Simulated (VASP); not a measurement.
Runs of VASP 6.6.1 on CdTe. The structure is that of space group F-43m (No. 216), or close to it. The cells are those of the table. 

```tsv
task	cell	k mesh	smearing	gap on the mesh (eV)	pressure (GPa)
single point	a = 4.522 Å, angles 60.0°, 2 atoms	6 × 6 × 6	gaussian 0.05 eV	0.67	0.6
single point	a = 4.730 Å, angles 60.0°, 2 atoms	4 × 4 × 4	gaussian 0.05 eV	0.25	(a)
single point	a = 4.522 Å, angles 60.0°, 2 atoms	6 × 6 × 6	gaussian 0.02 eV	0.67	0.6
single point	a = 4.799 Å, angles 60.0°, 2 atoms	4 × 4 × 4	gaussian 0.05 eV	0.13	-5.0
```

Alike in all rows: level LDA; potentials or basis VASP PAW LDA potentials, release 64 (Cd, Te); no spin polarisation; cutoff (eV) 500.

**Question.** Fill in the values left out.

**Answer.** (a) -4.0.

Caveats: spin-orbit coupling is left out, which moves the levels of the heavy elements.

A k mesh can miss the band edges, and the runs leave out spin-orbit coupling on Cd, Te.
